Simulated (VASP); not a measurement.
Write the native input for VASP 6.6.1 that does the following.

| Quantity | Value |
| --- | --- |
| Task | single point |
| Functional | LDA |
| Potentials or basis | VASP PAW LDA potentials, release 64 (Zr_sv, B) |
| Cutoff | 520 eV |
| k mesh | 15 × 15 × 12 |
| Occupations | gaussian, width 0.15 eV |
| Spin | no spin polarisation |
| Dipole correction | no |
| Further INCAR settings | ALGO = Normal; EDIFF = 1e-07; NBANDS = 16 |

The structure of ZrB2 lies in POSCAR:

```
ZrB2
1.0
    3.1952000000      0.0000000000      0.0000000000
   -1.5976000000      2.7671243702      0.0000000000
    0.0000000000      0.0000000000      3.4889014692
Zr B
1 2
Direct
    0.0000000000      0.0000000000      0.0000000000
    0.3333333333      0.6666666667      0.5000000000
    0.6666666667      0.3333333333      0.5000000000
```

The input as run:

INCAR

```
PREC = Accurate ; ENCUT = 520
EDIFF = 1E-7 ; ISMEAR = 0
SIGMA = 0.15 ; LREAL = F
LASPH = T ; NELM = 100
ALGO = Normal ; ISIF = 2
LWAVE = F ; LCHARG = F
GGA = CA ; NBANDS = 16
```

KPOINTS

```
Automatic mesh
0
Gamma
  15 15 12
```

Potentials or basis: VASP PAW LDA potentials, release 64 (Zr_sv, B).

Run with:

```console
$ cat potpaw_LDA.64/Zr_sv/POTCAR potpaw_LDA.64/B/POTCAR > POTCAR
$ mpirun -np 1 vasp_std > vasp.out
```

It gave:

```yaml
Pressure: -9.3 GPa
Band_gap_on_the_k_mesh: zero (band 9 reaches 11.01 eV, above the bottom of band 10 at 10.20 eV)
```

Run time: 58 s on 1 thread of Intel(R) Xeon(R) 6975P-C (Granite Rapids) (shared host), peak memory 0.19 GiB.
